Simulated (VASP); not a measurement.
# Se (P3_121) in VASP: relaxation of the atoms with LDA

Aim: the relaxation of the atoms of Se with LDA.

Everything below comes from runs of VASP 6.6.1. Logs are shortened: lines on timing, memory, paths and dates and some standing lists are left out, and cuts for length are marked.

## (1) The cell of the first run

The structure is trigonal, space group P3_121 (No. 152). The conventional cell has a = 4.506 Å, b = 4.506 Å, c = 4.989 Å, α = 90.00°, β = 90.00°, γ = 120.00°. Se (site symmetry 2) has 2 Se at 2.37 Å within 3.1 Å.

## (2) Relaxation of the atoms, LDA (strained cell)

File INCAR:

```
SYSTEM = Se
PREC = Accurate ; ENCUT = 520
EDIFF = 1E-7 ; ISMEAR = 0
SIGMA = 0.02 ; LREAL = .FALSE.
LASPH = .TRUE. ; NELM = 80
ALGO = Normal ; ISIF = 2
LWAVE = .FALSE. ; LCHARG = .FALSE.
GGA = CA ; IBRION = 2
NSW = 60 ; EDIFFG = -0.002
```

File KPOINTS:

```
regular mesh
0
G
  9 9 6
  0 0 0
```

File POSCAR:

```
Se
1.0
    4.5056505517      0.0000000000      0.0000000000
   -2.2528252759      3.9020078384      0.0000000000
    0.0000000000      0.0000000000      4.9892844630
Se
3
Direct
    0.2169311931      0.0000000000      0.3333333333
    0.0000000000      0.2169311931      0.6666666667
    0.7830688069      0.7830688069      0.0000000000
```

Potentials or basis: VASP PAW LDA potentials, release 64 (Se).

The run is started by

```console
$ cat potpaw_LDA.64/Se/POTCAR > POTCAR
$ mpirun -np 1 vasp_std > vasp.out
```

OUTCAR:

```text
SYSTEM = Se
   PREC = Accurate
   ENCUT = 520
   EDIFF = 1E-7
   ISMEAR = 0
   LREAL = .FALSE.
   LASPH = .TRUE.
   NELM = 80
   ISIF = 2
   GGA = CA
   IBRION = 2
   NSW = 60
   EDIFFG = -0.002

 ion  position               nearest neighbor table
   1  0.217  0.000  0.333-   3 2.37   2 2.37
   2  0.000  0.217  0.667-   3 2.37   1 2.37
   3  0.783  0.783  0.000-   1 2.37   2 2.37

  LATTYP: Found a hexagonal cell.
 ALAT       =     4.5056505517
 C/A-ratio  =     1.1073394187

  Lattice vectors:

 A1 = (   4.5056505517,   0.0000000000,   0.0000000000)
 A2 = (  -2.2528252759,   3.9020078384,   0.0000000000)
 A3 = (   0.0000000000,   0.0000000000,   4.9892844630)

Analysis of symmetry for initial positions (statically):
=====================================================================
 Subroutine PRICEL returns:
 Original cell was already a primitive cell.

 Routine SETGRP: Setting up the symmetry group for a
 hexagonal supercell.

 Subroutine GETGRP returns: Found  6 space group operations
 (whereof  2 operations were pure point group operations)
 out of a pool of 24 trial point group operations.

The static configuration has the point symmetry C_2 .
 The point group associated with its full space group is D_3 .

Analysis of symmetry for dynamics (positions and initial velocities):
=====================================================================
 Subroutine PRICEL returns:
 Original cell was already a primitive cell.

 Routine SETGRP: Setting up the symmetry group for a
 hexagonal supercell.

 Subroutine GETGRP returns: Found  6 space group operations
 (whereof  2 operations were pure point group operations)
 out of a pool of 24 trial point group operations.

The dynamic configuration has the point symmetry C_2 .
 The point group associated with its full space group is D_3 .

 Subroutine INISYM returns: Found  6 space group operations
 (whereof  2 operations are pure point group operations),
 and found     1 'primitive' translations

----------------------------------------------------------------------------------------

                                     Primitive cell

  volume of cell :      87.7170

  direct lattice vectors                    reciprocal lattice vectors
     4.505650552  0.000000000  0.000000000     0.221943533  0.128139158  0.000000000
    -2.252825276  3.902007838  0.000000000     0.000000000  0.256278317  0.000000000
     0.000000000  0.000000000  4.989284463     0.000000000  0.000000000  0.200429542

  length of vectors
     4.505650552  4.505650552  4.989284463     0.256278317  0.256278317  0.200429542

  position of ions in fractional coordinates (direct lattice)
     0.216931193  0.000000000  0.333333333
     0.000000000  0.216931193  0.666666667
     0.783068807  0.783068807  0.000000000

  ion indices of the primitive-cell ions
   primitive index   ion index
                 1           1
                 2           2
                 3           3

----------------------------------------------------------------------------------------

 KPOINTS: regular mesh

Automatic generation of k-mesh.
 Grid dimensions read from file:
 generate k-points for:    9    9    6

 Generating k-lattice:

  Cartesian coordinates                     Fractional coordinates (reciprocal lattice)
     0.024660393  0.014237684  0.000000000     0.111111111  0.000000000  0.000000000
     0.000000000  0.028475369  0.000000000     0.000000000  0.111111111  0.000000000
     0.000000000  0.000000000  0.033404924     0.000000000  0.000000000  0.166666667

  Length of vectors
     0.028475369  0.028475369  0.033404924

  Shift w.r.t. Gamma in fractional coordinates (k-lattice)
     0.000000000  0.000000000  0.000000000

 Subroutine IBZKPT returns following result:
 ===========================================

 Found     62 irreducible k-points:

 Following reciprocal coordinates:
            Coordinates               Weight
  0.000000  0.000000  0.000000      1.000000
  0.111111 -0.000000  0.000000      6.000000
  0.222222 -0.000000  0.000000      6.000000
  0.333333  0.000000  0.000000      6.000000
  0.444444 -0.000000  0.000000      6.000000
  0.111111  0.111111  0.000000      6.000000
[... 16 lines left out ...]
  0.222222  0.111111  0.166667     12.000000
 -0.111111  0.333333  0.166667     12.000000
 [... further k-points ...]
   k-points           NKPTS =     62   k-points in BZ     NKDIM =     62   number of bands    NBANDS=     13
   number of dos      NEDOS =    301   number of ions     NIONS =      3
   total plane-waves  NPLWV =  51840
   dimension x,y,z NGX =    36 NGY =   36 NGZ =   40
   dimension x,y,z NGXF=    72 NGYF=   72 NGZF=   80
   ions per type =               3
   NGX,Y,Z   is equivalent  to a cutoff of  13.28, 13.28, 13.33 a.u.
   NGXF,Y,Z  is equivalent  to a cutoff of  26.57, 26.57, 26.66 a.u.
 SYSTEM =  Se
   PREC   = accura    normal or accurate (medium, high low for compatibility)
   ISTART =      0    job   : 0-new  1-cont  2-samecut
   ICHARG =      2    charge: 1-file 2-atom 10-const
   ISPIN  =      1    spin polarized calculation?
   LNONCOLLINEAR =      F non collinear calculations
   LSORBIT =      F    spin-orbit coupling
   LASPH  =      T    aspherical Exc in radial PAW
   ENCUT  =  520.0 eV  38.22 Ry    6.18 a.u.   8.38  8.38  9.28*2*pi/ulx,y,z
   NELM   =     80;   NELMIN=  2; NELMDL= -5     # of ELM steps
   EDIFF  = 0.1E-06   stopping-criterion for ELM
   LREAL  =      F    real-space projection
   EDIFFG = -.2E-02   stopping-criterion for IOM
   NSW    =     60    number of steps for IOM
   IBRION =      2    ionic relax: 0-MD 1-quasi-New 2-CG
   NFREE  =      1    steps in history (QN), initial steepest desc. (CG)
   ISIF   =      2    stress and relaxation
   ISYM   =      2    0-nonsym 1-usesym 2-fastsym
   POTIM  = 0.5000    time-step for ionic-motion
   TEBEG  =    0.0;   TEEND  =   0.0 temperature during run
   PSTRESS=    0.0 pullay stress
   NELECT =      18.0000    total number of electrons
   NUPDOWN=      -1.0000    fix difference up-down
   EMIN   =  10.00;   EMAX   =-10.00  energy-range for DOS
   EFERMI =   0.00;   METHOD = LEGACY
   ISMEAR =     0;   SIGMA  =   0.02  broadening in eV -4-tet -1-fermi 0-gaus
   EFERMI_NEDOS =   21; number of points for ismear=-14 and -15
   IALGO  =     38    algorithm
   IMIX   =      4    mixing-type and parameters
     AMIX     =   0.40;   BMIX     =  1.00
     AMIX_MAG =   1.60;   BMIX_MAG =  1.00
  volume/ion in A,a.u.               =      29.24       197.31
  Fermi-wavevector in a.u.,A,eV,Ry     =   0.965616  1.824749 12.686261  0.932414
  Thomas-Fermi vector in A             =   2.095348
   LORBIT       =      0    0 simple, 1 ext, 2 COOP (PROOUT), +10 PAW based schemes
   GGA     = CA    functional components
   LHFCALC =     F    Hartree Fock is set to
   AEXX    =    0.0000 exact exchange contribution
   IVDW    =     0    specifies the selected vdW correction
   LEPSILON=     F    determine dielectric tensor
   LRPA    =     F    only Hartree local field effects (RPA)
 conjugate gradient relaxation of ions
 non-spin polarized calculation
 Gauss-broadening in eV      SIGMA  =   0.02
  energy-cutoff  :      520.00
  volume of cell :       87.72
 maximum number of plane-waves:      2401
 NGX is ok and might be reduce to    36
   NGX = 17   NGY = 17   NGZ = 19

--------------------------------------- Ionic step        1  -------------------------------------------

 number of electron      17.9999999 magnetization

 Free energy of the ion-electron system (eV)
  ---------------------------------------------------
  ext. energy  EPLUGINS =         0.00000000
  ---------------------------------------------------
  free energy    TOTEN  =       -12.23470596 eV

  energy without entropy =      -12.23470596  energy(sigma->0) =      -12.23470596

------------------------ aborting loop because EDIFF is reached ----------------------------------------

  FORCE on cell =-STRESS in cart. coord.  units (eV):
  Direction    XX          YY          ZZ          XY          YZ          ZX
  --------------------------------------------------------------------------------------
  -------------------------------------------------------------------------------------
  Total       -1.1543529     -1.1543529     -0.8651275      0.0000000      0.0000000      0.0000000
  in kB      -21.0845955    -21.0845955    -15.8018083      0.0000000      0.0000000      0.0000000
  external PRESSURE =     -19.3236664 kB  Pullay stress =       0.0000000 kB
[... 59 lines left out ...]
  energy  without entropy=      -12.2371036296  energy(sigma->0) =      -12.23710363

--------------------------------------- Ionic step        3  -------------------------------------------

 number of electron      18.0000002 magnetization

 Free energy of the ion-electron system (eV)
  ---------------------------------------------------
  ext. energy  EPLUGINS =         0.00000000
  ---------------------------------------------------
  free energy    TOTEN  =       -12.23723015 eV

  energy without entropy =      -12.23723015  energy(sigma->0) =      -12.23723015

 E-fermi :   2.1115     XC(G=0):  -8.8680

 val. band max:        1.9729862837   @ k =   0.4444   0.1111   0.5000
 cond. band min:       2.9611825060   @ k =   0.3333   0.3333   0.5000
 fundamental gap:      0.9881962223
 Fermi energy:         2.1115295695

 k-point     1 :       0.0000    0.0000    0.0000
  band No.  band energies     occupation
      1     -13.5753      2.00000
      2      -9.6447      2.00000
      3      -9.6447      2.00000
      4      -1.8261      2.00000
      5      -1.8261      2.00000
      6      -1.5914      2.00000
      7       0.0509      2.00000
      8       0.0509      2.00000
      9       1.6589      2.00000
     10       3.8594      0.00000
     11       3.8594      0.00000
     12       4.1749      0.00000
     13       7.6037      0.00000
[... 353 lines left out ...]
 k-point    24 :      -0.1111    0.3333    0.1667
  band No.  band energies     occupation
      1     -13.2280      2.00000
      2     -10.6678      2.00000
      3      -8.9272      2.00000
      4      -2.7642      2.00000
      5      -2.5303      2.00000
      6      -1.3043      2.00000
      7      -0.0890      2.00000
      8       0.4970      2.00000
      9       1.3622      2.00000
     10       3.7158      0.00000
     11       4.1949      0.00000
     12       4.6889      0.00000
     13       7.8296      0.00000

 [... further k-points ...]
[... 5 lines left out ...]
  --------------------------------------------------------------------------------------
  -------------------------------------------------------------------------------------
  Total       -1.4561993     -1.4561993     -1.2174159      0.0000000      0.0000000     -0.0000000
  in kB      -26.5979096    -26.5979096    -22.2364590      0.0000000      0.0000000     -0.0000000
  external PRESSURE =     -25.1440927 kB  Pullay stress =       0.0000000 kB
[... 18 lines left out ...]
  FREE ENERGIE OF THE ION-ELECTRON SYSTEM (eV)
  ---------------------------------------------------
  free  energy   TOTEN  =       -12.2372301452 eV

  energy  without entropy=      -12.2372301452  energy(sigma->0) =      -12.23723015

 reached required accuracy - stopping structural energy minimisation
```

It took 1.8 min on 1 thread of Intel Xeon Platinum 8375C at 2.90GHz (Ice Lake), shared host; peak memory 0.21 GiB.

Results:

```
Free energy               : -12.2372 eV
Energy gained by relaxing : 0.8 meV/atom
Ionic steps               : 3
Pressure after relaxing   : -2.5 GPa
Band gap on the k mesh    : 0.99 eV (least direct gap 1.22 eV)
```

Stress tensor (GPa, compression positive):
```
-2.66  0.00  0.00
 0.00 -2.66  0.00
 0.00  0.00 -2.22
```

Step by step:
```tsv
step	energy change (eV)	largest force (eV/Å)	pressure (GPa)
1	0.0000	0.1653	-1.93
2	-0.0024	0.0363	-2.39
3	-0.0025	0.0000	-2.51
```

Final structure:
```
CELL_PARAMETERS angstrom
4.50565 0.00000 0.00000
-2.25283 3.90201 0.00000
0.00000 0.00000 4.98928
ATOMIC_POSITIONS crystal
Se 0.21922 0.00000 0.33333
Se 0.00000 0.21922 0.66667
Se 0.78078 0.78078 0.00000
```

Levels at points of the mesh, in eV from the valence-band top:
```tsv
k point	band 6	band 7	band 8	band 9	band 10	band 11	band 12	band 13
(0.00, 0.00, 0.00)	-3.56	-1.92	-1.92	-0.31	1.89	1.89	2.20	5.63
(0.00, 0.00, 0.50)	-3.31	-1.41	-1.41	-0.95	1.23	1.23	1.31	6.38
```

Caveat: the cell differs from its parent crystal (strained cell). A k mesh can miss the band edges.
